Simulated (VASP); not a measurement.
# C (R-3m) in VASP: a series of runs

C is run at these levels: LDA; tasks: single point.

Everything below comes from runs of VASP 6.6.1. Logs are shortened: lines on timing, memory, paths and dates and some standing lists are left out, and cuts for length are marked.

## Step 1: The cell of the first run

Symmetry: R-3m, No. 166, trigonal system. The conventional cell has a = 2.395 Å, b = 2.395 Å, c = 10.292 Å, α = 90.00°, β = 90.00°, γ = 120.00°. C (site symmetry 3m) has 3 C at 1.38 Å within 1.8 Å.

## Step 2: Single point, LDA (strain -0.025 along x and y, +0.025 along z)

Input file INCAR:

```
SYSTEM = C
PREC = Accurate
ENCUT = 520
EDIFF = 1E-6
ISMEAR = 0
SIGMA = 0.05
LREAL = .FALSE.
LASPH = .TRUE.
NELM = 80
ALGO = Normal
ISIF = 2
LWAVE = .FALSE.
LCHARG = .FALSE.
GGA = CA
NBANDS = 11
```

Input file KPOINTS:

```
Automatic mesh
0
G
  12 12 12
  0 0 0
```

Input file POSCAR:

```
C
1.0
    1.1973256878      0.6912763082      3.4306861104
   -1.1973256878      0.6912763082      3.4306861104
    0.0000000000     -1.3825526163      3.4306861104
C
2
Direct
    0.1640000000      0.1640000000      0.1640000000
    0.8360000000      0.8360000000      0.8360000000
```

Potentials or basis: VASP PAW LDA potentials, release 64 (C).

Run with:

```console
$ cat potpaw_LDA.64/C/POTCAR > POTCAR
$ mpirun -np 1 vasp_std > vasp.out
```

OUTCAR:

```text
SYSTEM = C
   PREC = Accurate
   ENCUT = 520
   EDIFF = 1E-6
   ISMEAR = 0
   LREAL = .FALSE.
   LASPH = .TRUE.
   NELM = 80
   ISIF = 2
   GGA = CA

 ion  position               nearest neighbor table
   1  0.164  0.164  0.164-   2 1.38   2 1.38   2 1.38
   2  0.836  0.836  0.836-   1 1.38   1 1.38   1 1.38

  LATTYP: Found a trigonal (rhomboedric) cell.
 ALAT       =     3.6987915493
 COS(alpha) =     0.7904272161

  Lattice vectors:

 A1 = (   1.1973256878,   0.6912763082,   3.4306861104)
 A2 = (  -1.1973256878,   0.6912763082,   3.4306861104)
 A3 = (   0.0000000000,  -1.3825526163,   3.4306861104)

Analysis of symmetry for initial positions (statically):
=====================================================================
 Subroutine PRICEL returns:
 Original cell was already a primitive cell.

 Routine SETGRP: Setting up the symmetry group for a
 trigonal (rhombohedral) supercell.

 Subroutine GETGRP returns: Found 12 space group operations
 (whereof 12 operations were pure point group operations)
 out of a pool of 12 trial point group operations.

The static configuration has the point symmetry D_3d.

Analysis of symmetry for dynamics (positions and initial velocities):
=====================================================================
 Subroutine PRICEL returns:
 Original cell was already a primitive cell.

 Routine SETGRP: Setting up the symmetry group for a
 trigonal (rhombohedral) supercell.

 Subroutine GETGRP returns: Found 12 space group operations
 (whereof 12 operations were pure point group operations)
 out of a pool of 12 trial point group operations.

The dynamic configuration has the point symmetry D_3d.

 Subroutine INISYM returns: Found 12 space group operations
 (whereof 12 operations are pure point group operations),
 and found     1 'primitive' translations

----------------------------------------------------------------------------------------

                                     Primitive cell

  volume of cell :      17.0371

  direct lattice vectors                    reciprocal lattice vectors
     1.197325688  0.691276308  3.430686110     0.417597321  0.241099926  0.097162294
    -1.197325688  0.691276308  3.430686110    -0.417597321  0.241099926  0.097162294
     0.000000000 -1.382552616  3.430686110     0.000000000 -0.482199852  0.097162294

  length of vectors
     3.698791549  3.698791549  3.698791549     0.491891460  0.491891460  0.491891460

[... 82 lines left out ...]
   EDIFFG = 0.1E-04   stopping-criterion for IOM
   NSW    =      0    number of steps for IOM
   IBRION =     -1    ionic relax: 0-MD 1-quasi-New 2-CG
   NFREE  =      0    steps in history (QN), initial steepest desc. (CG)
   ISIF   =      2    stress and relaxation
   ISYM   =      2    0-nonsym 1-usesym 2-fastsym
   POTIM  = 0.5000    time-step for ionic-motion
   TEBEG  =    0.0;   TEEND  =   0.0 temperature during run
   PSTRESS=    0.0 pullay stress
   NELECT =       8.0000    total number of electrons
   NUPDOWN=      -1.0000    fix difference up-down
   EMIN   =  10.00;   EMAX   =-10.00  energy-range for DOS
   EFERMI =   0.00;   METHOD = LEGACY
   ISMEAR =     0;   SIGMA  =   0.05  broadening in eV -4-tet -1-fermi 0-gaus
   EFERMI_NEDOS =   21; number of points for ismear=-14 and -15
   IALGO  =     38    algorithm
   IMIX   =      4    mixing-type and parameters
     AMIX     =   0.40;   BMIX     =  1.00
     AMIX_MAG =   1.60;   BMIX_MAG =  1.00
  volume/ion in A,a.u.               =       8.52        57.49
  Fermi-wavevector in a.u.,A,eV,Ry     =   1.272446  2.404575 22.029455  1.619119
  Thomas-Fermi vector in A             =   2.405324
   LORBIT       =      0    0 simple, 1 ext, 2 COOP (PROOUT), +10 PAW based schemes
   GGA     = CA    functional components
   LHFCALC =     F    Hartree Fock is set to
   AEXX    =    0.0000 exact exchange contribution
   IVDW    =     0    specifies the selected vdW correction
   LEPSILON=     F    determine dielectric tensor
   LRPA    =     F    only Hartree local field effects (RPA)
 non-spin polarized calculation
 Gauss-broadening in eV      SIGMA  =   0.05
  energy-cutoff  :      520.00
  volume of cell :       17.04
 maximum number of plane-waves:       477
   NGX = 13   NGY = 13   NGZ = 13

 number of electron       8.0000000 magnetization

 Free energy of the ion-electron system (eV)
  ---------------------------------------------------
  ext. energy  EPLUGINS =         0.00000000
  ---------------------------------------------------
  free energy    TOTEN  =       -20.12710826 eV

  energy without entropy =      -20.12710826  energy(sigma->0) =      -20.12710826

 E-fermi :   4.7561     XC(G=0): -10.7863

 val. band max:        4.5545794677   @ k =  -0.3333   0.3333   0.0000
 cond. band min:       5.2088222897   @ k =  -0.3333   0.3333   0.0000
 fundamental gap:      0.6542428220
 Fermi energy:         4.7560713079

 k-point     1 :       0.0000    0.0000    0.0000
  band No.  band energies     occupation
      1     -15.2171      2.00000
      2      -2.3935      2.00000
      3       1.9569      2.00000
      4       1.9569      2.00000
      5       8.1721      0.00000
      6      13.7848      0.00000
      7      13.7848      0.00000
      8      17.2722      0.00000
      9      19.8388      0.00000
     10      28.4159      0.00000
     11      29.7162      0.00000
[... 309 lines left out ...]
 k-point    24 :      -0.4167    0.1667   -0.0000
  band No.  band energies     occupation
      1      -9.0183      2.00000
      2      -8.3609      2.00000
      3      -3.5511      2.00000
      4       3.2890      2.00000
      5       6.4498      0.00000
      6      16.0307      0.00000
      7      16.3483      0.00000
      8      16.9701      0.00000
      9      20.3287      0.00000
     10      25.2998      0.00000
     11      28.4782      0.00000

 [... further k-points ...]
[... 5 lines left out ...]
  --------------------------------------------------------------------------------------
  -------------------------------------------------------------------------------------
  Total        3.1976332      3.1976332     -0.1909483      0.0000000     -0.0000000      0.0000000
  in kB      300.7066388    300.7066388    -17.9568511      0.0000000     -0.0000000      0.0000000
  external PRESSURE =     194.4854755 kB  Pullay stress =       0.0000000 kB

 VOLUME and BASIS-vectors are now :
 -----------------------------------------------------------------------------
  energy-cutoff  :      520.00
  volume of cell :       17.04
      direct lattice vectors                 reciprocal lattice vectors
     1.197325688  0.691276308  3.430686110     0.417597321  0.241099926  0.097162294
    -1.197325688  0.691276308  3.430686110    -0.417597321  0.241099926  0.097162294
     0.000000000 -1.382552616  3.430686110     0.000000000 -0.482199852  0.097162294

 POSITION                                       TOTAL-FORCE (eV/Angst)
 -----------------------------------------------------------------------------------
      0.00000      0.00000      1.68790         0.000000      0.000000      0.906066
      0.00000      0.00000      8.60416         0.000000     -0.000000     -0.906066
 -----------------------------------------------------------------------------------
    total drift:                                0.000000     -0.000000      0.000000

  FREE ENERGIE OF THE ION-ELECTRON SYSTEM (eV)
  ---------------------------------------------------
  free  energy   TOTEN  =       -20.1271082621 eV

  energy  without entropy=      -20.1271082621  energy(sigma->0) =      -20.12710826
```

OSZICAR:

```text
N       E                     dE             d eps       ncg     rms          rms(c)
DAV:   1     0.400226369272E+01    0.40023E+01   -0.46289E+03  4306   0.667E+02
DAV:   2    -0.213108065978E+02   -0.25313E+02   -0.24012E+02  5565   0.133E+02
DAV:   3    -0.218654666454E+02   -0.55466E+00   -0.55365E+00  5279   0.165E+01
DAV:   4    -0.218675534469E+02   -0.20868E-02   -0.20867E-02  4772   0.125E+00
DAV:   5    -0.218675621570E+02   -0.87101E-05   -0.87100E-05  5341   0.742E-02    0.720E+00
DAV:   6    -0.205357094198E+02    0.13319E+01   -0.11655E+00  4830   0.633E+00    0.408E+00
DAV:   7    -0.201265085511E+02    0.40920E+00   -0.12468E+00  4929   0.658E+00    0.118E+00
DAV:   8    -0.201280620071E+02   -0.15535E-02   -0.38457E-02  4650   0.125E+00    0.207E-01
DAV:   9    -0.201271308989E+02    0.93111E-03   -0.18945E-03  4941   0.261E-01    0.844E-02
DAV:  10    -0.201271088087E+02    0.22090E-04   -0.18581E-04  5175   0.928E-02    0.342E-02
DAV:  11    -0.201271082621E+02    0.54660E-06   -0.41852E-06  4855   0.153E-02
   1 F= -.20127108E+02 E0= -.20127108E+02  d E =-.176525E-10
```

Wall time 22 s (1 thread of Intel Xeon 6975P-C (Granite Rapids), shared host); peak memory 0.14 GiB.

Results:

```yaml
Free_energy: -20.1271 eV
Pressure: 19.4 GPa
Largest_force: 0.906 eV/Å
Band_gap_on_the_k_mesh: 0.65 eV, direct
```

Forces on the atoms (eV/Å):
```
C    0.000  0.000  0.906
C    0.000  0.000 -0.906
```

Stress tensor (GPa, compression positive):
```
30.07  0.00  0.00
 0.00 30.07  0.00
 0.00  0.00 -1.80
```

Levels at points of the mesh, in eV from the valence-band top:
| k point | band 2 | band 3 | band 4 | band 5 | band 6 | band 7 |
| --- | --- | --- | --- | --- | --- | --- |
| (0.00, 0.00, 0.00) | -6.95 | -2.60 | -2.60 | 3.62 | 9.23 | 9.23 |
| (0.50, 0.00, 0.00) | -13.39 | -6.24 | -1.83 | 2.17 | 8.88 | 12.21 |
| (0.50, 0.50, 0.00) | -13.31 | -6.28 | -2.54 | 1.69 | 8.52 | 13.03 |
| (0.50, 0.50, 0.50) | -8.74 | -2.61 | -2.61 | 9.20 | 9.20 | 9.63 |

Caveat: the cell differs from its parent crystal (strain -0.025 along x and y, +0.025 along z).

## Step 3: Single point, LDA (strain -0.025 along x and y, +0.050 along z)

Input file INCAR:

```
  ALGO = Normal
  EDIFF = 1E-7
  ENCUT = 520
  ISIF = 2
  ISMEAR = 0
  LASPH = T
  LCHARG = F
  LREAL = F
  LWAVE = F
  NBANDS = 11
  NELM = 60
  PREC = Accurate
  SIGMA = 0.05
```

Input file KPOINTS:

```
k-points
0
Gamma
  12 12 12
```

Input file POSCAR:

```
C
1.0
    1.1973256878      0.6912763082      3.5143613814
   -1.1973256878      0.6912763082      3.5143613814
    0.0000000000     -1.3825526163      3.5143613814
C
2
Direct
    0.1640000000      0.1640000000      0.1640000000
    0.8360000000      0.8360000000      0.8360000000
```

Potentials or basis: VASP PAW LDA potentials, release 64 (C).

Run with:

```console
$ cat potpaw_LDA.64/C/POTCAR > POTCAR
$ mpirun -np 1 vasp_std > vasp.out
```

Wall time 20 s (1 thread of Intel Xeon 6975P-C (Granite Rapids), shared host); peak memory 0.15 GiB.

The run converged. Its results:

- Free energy: -20.1224 eV
- Pressure: 18.9 GPa
- Largest force: 0.936 eV/Å
- Band gap on the k mesh: 0.57 eV, direct

Forces in eV/Å, atoms in the order of the input:
```
C    0.000  0.000  0.936
C    0.000  0.000 -0.936
```

Stress tensor (GPa, compression positive):
```
29.38  0.00  0.00
 0.00 29.38  0.00
 0.00  0.00 -2.13
```

Levels at points of the mesh, in eV from the valence-band top:
```tsv
k point	band 1	band 2	band 3	band 4	band 5	band 6	band 7	band 8	band 9
(0.00, 0.00, 0.00)	-19.80	-7.11	-2.65	-2.65	3.40	9.18	9.18	12.68	15.22
(0.50, 0.00, 0.00)	-14.04	-13.43	-6.29	-1.92	2.11	8.80	12.00	12.16	18.38
(0.50, 0.50, 0.00)	-13.97	-13.37	-6.32	-2.54	1.67	8.51	12.80	14.68	19.93
(0.50, 0.50, 0.50)	-19.58	-8.69	-2.66	-2.66	9.04	9.15	9.15	12.49	15.07
```

Caveat: the cell differs from its parent crystal (strain -0.025 along x and y, +0.050 along z). A k mesh can miss the band edges.
